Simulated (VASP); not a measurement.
Input of a VASP 6.6.1 run:

Contents of INCAR:

```
SYSTEM = C
  ALGO = Normal
  EDIFF = 1E-7
  ENCUT = 520
  GGA = PE
  ISIF = 2
  ISMEAR = -1
  ISPIN = 2
  LASPH = .TRUE.
  LCHARG = .FALSE.
  LORBIT = 11
  LREAL = Auto
  LWAVE = .FALSE.
  MAGMOM = 0 0 0 0 0 0 0 0 0 0 0 0 0 0 0 0 0 0 1
  NBANDS = 57
  NELM = 150
  PREC = Accurate
  SIGMA = 0.05
```

File KPOINTS:

```
k-points
0
G
  2 2 1
  0 0 0
```

Contents of POSCAR:

```
C
1.0
    7.3980000000      0.0000000000      0.0000000000
   -3.6990000000      6.4068560000      0.0000000000
    0.0000000000      0.0000000000     11.0000000000
C
19
Direct
    0.0038613434      0.0001290899      0.0821150529
    0.2229000871      0.1065577478      0.0916974772
    0.0038960579      0.3342011905      0.0823744873
    0.2230138611      0.4467385478      0.0920535413
    0.0043239794      0.6674232153      0.0834458182
    0.2242748309      0.7773523354      0.0844867443
    0.3357818707     -0.0001638368      0.0888302893
    0.5604270761      0.1122999134      0.0886584214
    0.3280209799      0.3289801395      0.1198488421
    0.5681252208      0.4495415580      0.1198952464
    0.3358617952      0.6663505991      0.0890375192
    0.5604487999      0.7787571041      0.0885899824
    0.6719797828      0.0012945467      0.0838449497
    0.8919314581      0.1111980359      0.0830595691
    0.6732221768      0.3318990587      0.0916732342
    0.8923046890      0.4444064709      0.0823902007
    0.6733416484      0.6720568976      0.0915888408
    0.8923875063      0.7784293121      0.0821621482
    0.4483660364      0.3894698741      0.2397023352
```

Potentials or basis: VASP PAW PBE potentials, release 64 (C).

The run is started by

```sh
$ cat potpaw_PBE.64/C/POTCAR > POTCAR
$ mpirun -np 1 vasp_std > vasp.out
```

Problem. Estimate the largest force.

Solution. 0.078 eV/Å.

Problem. Estimate the net moment.

Solution. 0.54 μB per cell.

Forces on the atoms (eV/Å):
```
C   -0.014  0.028 -0.005
C    0.033  0.009 -0.031
C    0.016 -0.024 -0.007
C    0.010  0.005 -0.040
C    0.010 -0.022  0.018
C    0.013 -0.009 -0.018
C   -0.006  0.020  0.008
C   -0.014  0.017  0.009
C   -0.055  0.026  0.025
C    0.077 -0.007 -0.005
C   -0.005 -0.011  0.004
C    0.031 -0.013  0.019
C   -0.004 -0.009  0.012
C   -0.004  0.008  0.019
C   -0.035 -0.013 -0.010
C   -0.004  0.040 -0.008
C   -0.049 -0.011 -0.034
C    0.006 -0.023 -0.010
C   -0.003 -0.010  0.055
```

Caveat: the k points lie up to 0.49 Å⁻¹ apart; there is no dipole correction, which matters where the two faces differ.
